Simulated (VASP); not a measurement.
# CaMn2Bi2 (P-3m1) in VASP: single point with PBEsol

Aim: the single point of CaMn2Bi2 with PBEsol.

Everything below comes from runs of VASP 6.6.1. Logs are shortened: lines on timing, memory, paths and dates and some standing lists are left out, and cuts for length are marked.

## Step 1: The cell of the first run

It takes space group P-3m1 (No. 164, trigonal). Conventional cell: a = 4.626 Å, b = 4.626 Å, c = 7.729 Å, α = 90.00°, β = 90.00°, γ = 120.00°. Bi (site symmetry 3m) has 4 Mn at 2.86 to 2.87 Å and 3 Ca at 3.29 Å within 3.8 Å. Mn (site symmetry 3m) has 4 Bi at 2.86 to 2.87 Å and 3 Mn at 3.26 Å within 3.8 Å. Ca (site symmetry -3m) has 6 Bi at 3.29 Å and 6 Mn at 3.97 Å within 4.3 Å.

## Step 2: Single point, PBEsol

INCAR

```
SYSTEM = CaMn2Bi2
ALGO = Fast
EDIFF = 1E-7
ENCUT = 520
GGA = PS
ISIF = 2
ISMEAR = -1
LASPH = .True.
LCHARG = .False.
LREAL = .False.
LWAVE = .False.
NBANDS = 41
NELM = 100
PREC = Accurate
SIGMA = 0.05
```

KPOINTS

```
k-points
0
Gamma
  7 7 4
  0 0 0
```

POSCAR

```
CaMn2Bi2
1.0
    4.6263818529      0.0000000000      0.0000000000
   -2.3131909265      4.0065642123      0.0000000000
    0.0000000000      0.0000000000      7.7287920000
Bi Mn Ca
2 2 1
Direct
    0.3333333333      0.6666666667      0.7511910000
    0.6666666667      0.3333333333      0.2488090000
    0.3333333333      0.6666666667      0.3792650000
    0.6666666667      0.3333333333      0.6207350000
    0.0000000000      0.0000000000      0.0000000000
```

Potentials or basis: VASP PAW PBE potentials, release 64 (Bi_d, Mn_pv, Ca_sv).

Command:

```
$ cat potpaw_PBE.64/Bi_d/POTCAR potpaw_PBE.64/Mn_pv/POTCAR potpaw_PBE.64/Ca_sv/POTCAR > POTCAR
$ mpirun -np 1 vasp_std > vasp.out
```

OUTCAR:

```text
SYSTEM = CaMn2Bi2
   EDIFF = 1E-7
   ENCUT = 520
   GGA = PS
   ISIF = 2
   ISMEAR = -1
   LASPH = .True.
   LREAL = .False.
   NELM = 100
   PREC = Accurate

 ion  position               nearest neighbor table
   1  0.333  0.667  0.751-   4 2.86   4 2.86   4 2.86   3 2.87   5 3.29   5 3.29   5 3.29
   2  0.667  0.333  0.249-   3 2.86   3 2.86   3 2.86   4 2.87   5 3.29   5 3.29   5 3.29
   3  0.333  0.667  0.379-   2 2.86   2 2.86   2 2.86   1 2.87
   4  0.667  0.333  0.621-   1 2.86   1 2.86   1 2.86   2 2.87
   5  0.000  0.000  0.000-   1 3.29   2 3.29   2 3.29   1 3.29   2 3.29   1 3.29

  LATTYP: Found a hexagonal cell.
 ALAT       =     4.6263818529
 C/A-ratio  =     1.6705910246

  Lattice vectors:

 A1 = (   4.6263818529,   0.0000000000,   0.0000000000)
 A2 = (  -2.3131909265,   4.0065642123,   0.0000000000)
 A3 = (   0.0000000000,   0.0000000000,   7.7287920000)

Analysis of symmetry for initial positions (statically):
=====================================================================
 Subroutine PRICEL returns:
 Original cell was already a primitive cell.

 Routine SETGRP: Setting up the symmetry group for a
 hexagonal supercell.

 Subroutine GETGRP returns: Found 12 space group operations
 (whereof 12 operations were pure point group operations)
 out of a pool of 24 trial point group operations.

The static configuration has the point symmetry D_3d.

Analysis of symmetry for dynamics (positions and initial velocities):
=====================================================================
 Subroutine PRICEL returns:
 Original cell was already a primitive cell.

 Routine SETGRP: Setting up the symmetry group for a
 hexagonal supercell.

 Subroutine GETGRP returns: Found 12 space group operations
 (whereof 12 operations were pure point group operations)
 out of a pool of 24 trial point group operations.

The dynamic configuration has the point symmetry D_3d.

 Subroutine INISYM returns: Found 12 space group operations
 (whereof 12 operations are pure point group operations),
 and found     1 'primitive' translations

----------------------------------------------------------------------------------------

                                     Primitive cell

  volume of cell :     143.2601

  direct lattice vectors                    reciprocal lattice vectors
[... 88 lines left out ...]
   LNONCOLLINEAR =      F non collinear calculations
   LSORBIT =      F    spin-orbit coupling
   LASPH  =      T    aspherical Exc in radial PAW
   ENCUT  =  520.0 eV  38.22 Ry    6.18 a.u.   8.60  8.60 14.37*2*pi/ulx,y,z
   NELM   =    100;   NELMIN=  2; NELMDL= -5     # of ELM steps
   EDIFF  = 0.1E-06   stopping-criterion for ELM
   LREAL  =      F    real-space projection
   EDIFFG = 0.1E-05   stopping-criterion for IOM
   NSW    =      0    number of steps for IOM
   IBRION =     -1    ionic relax: 0-MD 1-quasi-New 2-CG
   NFREE  =      0    steps in history (QN), initial steepest desc. (CG)
   ISIF   =      2    stress and relaxation
   ISYM   =      2    0-nonsym 1-usesym 2-fastsym
   POTIM  = 0.5000    time-step for ionic-motion
   TEBEG  =    0.0;   TEEND  =   0.0 temperature during run
   PSTRESS=    0.0 pullay stress
   NELECT =      66.0000    total number of electrons
   NUPDOWN=      -1.0000    fix difference up-down
   EMIN   =  10.00;   EMAX   =-10.00  energy-range for DOS
   EFERMI =   0.00;   METHOD = LEGACY
   ISMEAR =    -1;   SIGMA  =   0.05  broadening in eV -4-tet -1-fermi 0-gaus
   EFERMI_NEDOS =   21; number of points for ismear=-14 and -15
   IALGO  =     68    algorithm
   IMIX   =      4    mixing-type and parameters
     AMIX     =   0.40;   BMIX     =  1.00
     AMIX_MAG =   1.60;   BMIX_MAG =  1.00
  volume/ion in A,a.u.               =      28.65       193.35
  Fermi-wavevector in a.u.,A,eV,Ry     =   1.264390  2.389351 21.751392  1.598682
  Thomas-Fermi vector in A             =   2.397698
   LORBIT       =      0    0 simple, 1 ext, 2 COOP (PROOUT), +10 PAW based schemes
   GGA     = PS    functional components
   LHFCALC =     F    Hartree Fock is set to
   AEXX    =    0.0000 exact exchange contribution
   IVDW    =     0    specifies the selected vdW correction
   LEPSILON=     F    determine dielectric tensor
   LRPA    =     F    only Hartree local field effects (RPA)
 non-spin polarized calculation
 RMM-DIIS sequential band-by-band and
  energy-cutoff  :      520.00
  volume of cell :      143.26
 maximum number of plane-waves:      3892
 NGX is ok and might be reduce to    36
   NGX = 17   NGY = 17   NGZ = 29

 number of electron      66.0000040 magnetization

 Free energy of the ion-electron system (eV)
  ---------------------------------------------------
  ext. energy  EPLUGINS =         0.00000000
  ---------------------------------------------------
  free energy    TOTEN  =       -26.25747764 eV

  energy without entropy =      -26.12973899  energy(sigma->0) =      -26.19360832

 E-fermi :   4.6220     XC(G=0):  -9.6526

 val. band max:        4.6184437010   @ k =   0.0000   0.0000   0.0000
 cond. band min:       4.6238496573   @ k =   0.1429   0.0000   0.2500
 fundamental gap:      0.0054059563
 Fermi energy:         4.6220332018

 k-point     1 :       0.0000    0.0000    0.0000
  band No.  band energies     occupation
      1     -42.8234      2.00000
      2     -42.8234      2.00000
      3     -42.8144      2.00000
      4     -42.8144      2.00000
      5     -42.7200      2.00000
      6     -42.7115      2.00000
[... 1045 lines left out ...]
     40       7.1364      0.00000
     41       7.5539      0.00000

 [... further k-points ...]
[... 5 lines left out ...]
  --------------------------------------------------------------------------------------
  -------------------------------------------------------------------------------------
  Total      -10.0320969    -10.0320969    -11.0261822      0.0000000      0.0000000     -0.0000000
  in kB     -112.1959289   -112.1959290   -123.3134771      0.0000000      0.0000000     -0.0000000
  external PRESSURE =    -115.9017783 kB  Pullay stress =       0.0000000 kB

 VOLUME and BASIS-vectors are now :
 -----------------------------------------------------------------------------
  energy-cutoff  :      520.00
  volume of cell :      143.26
      direct lattice vectors                 reciprocal lattice vectors
     4.626381853  0.000000000  0.000000000     0.216151635  0.124795204  0.000000000
    -2.313190926  4.006564212  0.000000000     0.000000000  0.249590409  0.000000000
     0.000000000  0.000000000  7.728792000     0.000000000  0.000000000  0.129386326

 POSITION                                       TOTAL-FORCE (eV/Angst)
 -----------------------------------------------------------------------------------
     -0.00000      2.67104      5.80580        -0.000000      0.000000     -1.707463
      2.31319      1.33552      1.92299         0.000000      0.000000      1.707463
     -0.00000      2.67104      2.93126        -0.000000      0.000000      0.853309
      2.31319      1.33552      4.79753         0.000000     -0.000000     -0.853309
      0.00000      0.00000      0.00000        -0.000000      0.000000      0.000000
 -----------------------------------------------------------------------------------
    total drift:                               -0.000000     -0.000000     -0.000000

  FREE ENERGIE OF THE ION-ELECTRON SYSTEM (eV)
  ---------------------------------------------------
  free  energy   TOTEN  =       -26.2574776414 eV

  energy  without entropy=      -26.1297389891  energy(sigma->0) =      -26.19360832
```

It took 6.2 min on 1 thread of Intel Xeon Platinum 8559C (Emerald Rapids), shared host; peak memory 0.36 GiB.

Results:

| Property | Result |
| --- | --- |
| Free energy | -26.2575 eV |
| Pressure | -11.6 GPa |
| Largest force | 1.707 eV/Å |
| Band gap on the k mesh | zero (band 33 reaches 4.70 eV, above the bottom of band 34 at 4.56 eV) |

Forces on the atoms (eV/Å):
```
Bi   0.000  0.000 -1.707
Bi   0.000  0.000  1.707
Mn   0.000  0.000  0.853
Mn   0.000  0.000 -0.853
Ca   0.000  0.000  0.000
```

Caveat: the PAW data sets were made with another functional, which shifts forces and pressure a little; spin-orbit coupling is left out, which moves the levels of the heavy elements. Spin polarisation is off, so any magnetic state and its effect on volume and gap are missing.
